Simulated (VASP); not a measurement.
A run of VASP 6.6.1 is set up as follows.

The input INCAR:

```
SYSTEM = Si16Ge
  PREC = Accurate
  ENCUT = 520
  EDIFF = 1E-6
  ISMEAR = -1
  SIGMA = 0.02
  LREAL = Auto
  LASPH = .TRUE.
  NELM = 80
  ALGO = Normal
  ISIF = 2
  LWAVE = .FALSE.
  LCHARG = .FALSE.
  GGA = PE
  IVDW = 12
  NBANDS = 53
```

File KPOINTS:

```
Automatic mesh
0
G
  2 2 2
  0 0 0
```

File POSCAR:

```
Si16Ge
1.0
    0.0000000000      5.4300000000      5.4300000000
    5.4300000000      0.0000000000      5.4300000000
    5.4300000000      5.4300000000      0.0000000000
Si Ge
16 1
Direct
    0.0121103594     -0.0344580240      0.0102728232
    0.1592745243      0.1131668030      0.1144869160
    0.0181033312     -0.0021679403      0.4863407306
    0.1273824944      0.1069030304      0.6383731450
    0.0121233803      0.5121795601      0.0102743510
    0.1020918044      0.6021787984      0.1936903280
   -0.0244918360      0.4755868908      0.5734460565
    0.1273902375      0.6274574109      0.6383735312
    0.5227940990      0.0228798565     -0.0684161231
    0.6131112911      0.1131714269      0.1144878099
    0.4977674012     -0.0021648284      0.4863412428
    0.6493267558      0.1494107678      0.5519849927
    0.4654674371      0.5121762935      0.0102718627
    0.6131031952      0.6593480631      0.1144806423
    0.4977606814      0.5181840929      0.4863348835
    0.6068267688      0.6274550716      0.6383713549
    0.8127717748      0.3128484269      0.0616544528
```

Potentials or basis: VASP PAW PBE potentials, release 64 (Si, Ge_d).

The run is started by

```console
$ cat potpaw_PBE.64/Si/POTCAR potpaw_PBE.64/Ge_d/POTCAR > POTCAR
$ mpirun -np 1 vasp_std > vasp.out
```

(1) Predict the dispersion energy per atom.

(2) Estimate the band gap on the k mesh.

(3) What does it give for the largest force?

Results:

(1) -0.333 eV.

(2) 0.15 eV.

(3) 0.012 eV/Å.

Caveat: the k points lie up to 0.50 Å⁻¹ apart.
